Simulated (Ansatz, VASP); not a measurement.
# HfO2: VASP beside Ansatz

The input POSCAR:

```
HfO2
1.0
    3.5753608914     -0.0341944570      0.0153463678
   -0.0341944570      3.4992802652     -0.0347151812
    0.0223220769     -0.0504950068      5.0784069722
Hf O
2 4
Direct
    0.5000422128      0.5036246803      0.4982538038
    0.0040473902     -0.0126939665      0.0006787530
   -0.0148747364      0.5121073910      0.6967183128
    0.5069279176      0.0002764865      0.8020148412
    0.4945076734     -0.0024087393      0.3080831615
    0.0093495423      0.4990941480      0.1942511277
```

File INCAR.step1:

```
ALGO = Normal
EDIFF = 1E-4
ENCUT = 520
GGA = PE
ISMEAR = 0
LASPH = T
LCHARG = F
LREAL = F
LWAVE = T
NBANDS = 31
NELM = 100
PREC = Accurate
SIGMA = 0.05
```

INCAR.step2

```
ALGO = Normal
EDIFF = 1E-7
ENCUT = 520
ISIF = 2
ISMEAR = 0
ISTART = 1
LASPH = T
LCHARG = F
LMIXTAU = T
LREAL = F
LWAVE = F
METAGGA = R2SCAN
NBANDS = 31
NELM = 100
PREC = Accurate
SIGMA = 0.05
```

Contents of KPOINTS:

```
k-points
0
Gamma
  6 6 6
```

Input for Ansatz:

```yaml
crystal:
  lattice:
    - [3.5753608914, -0.034194457, 0.0153463678]
    - [-0.034194457, 3.4992802652, -0.0347151812]
    - [0.0223220769, -0.0504950068, 5.0784069722]
  atoms:
    - { symbol: Hf, position: [0.5000422128, 0.5036246803, 0.4982538038] }
    - { symbol: Hf, position: [0.0040473902, -0.0126939665, 0.000678753] }
    - { symbol: O, position: [-0.0148747364, 0.512107391, 0.6967183128] }
    - { symbol: O, position: [0.5069279176, 0.0002764865, 0.8020148412] }
    - { symbol: O, position: [0.4945076734, -0.0024087393, 0.3080831615] }
    - { symbol: O, position: [0.0093495423, 0.499094148, 0.1942511277] }
basis:
  ecutwfc: 500
kpoints:
  mp_grid: { grid: [6, 6, 6] }
hamiltonian:
  xc: r2scan
scf:
  occupations: { method: gaussian, width: 0.05 }
output:
  forces: true
  stress: true
  eigenvalues: true
```

Change from the starting cell: all atoms moved at random (sigma 0.03 Å a component), cell strained at random (sigma 0.03).

Alike in both runs: task single point; functional r2SCAN; k mesh 6 × 6 × 6; occupations gaussian, width 0.05 eV; no spin polarisation.

|  | VASP | Ansatz |
| --- | --- | --- |
| version | VASP 6.6.1 | Ansatz 0.2.0 |
| potentials or method | VASP PAW PBE potentials, release 64 (Hf_pv, O), cutoff 520 eV | scalar-relativistic, plane waves, PAW |
| valence electrons in the cell | 44 | 76 |

```tsv
	VASP	Ansatz	Ansatz less VASP
gap on the k mesh at the Fermi level (eV)	5.26	5.29	+0.022
least direct gap on the mesh (eV)	5.34	5.35	+0.011
pressure (GPa)	10.4	14.2	+3.87
traceless stress, the component that is largest in VASP (GPa)	-6.71	-6.76	-0.048
rms of the force components (eV/Å)	0.563	0.574	+0.0111
```

VASP's potentials were made for PBE, not for r2SCAN. Atom by atom the forces differ by 0.029 eV/Å (rms over components). VASP's potentials hold 44 valence electrons a cell and Ansatz's 76, so a difference there can come from the potentials and not from the codes.

Neither program's run includes spin-orbit coupling.
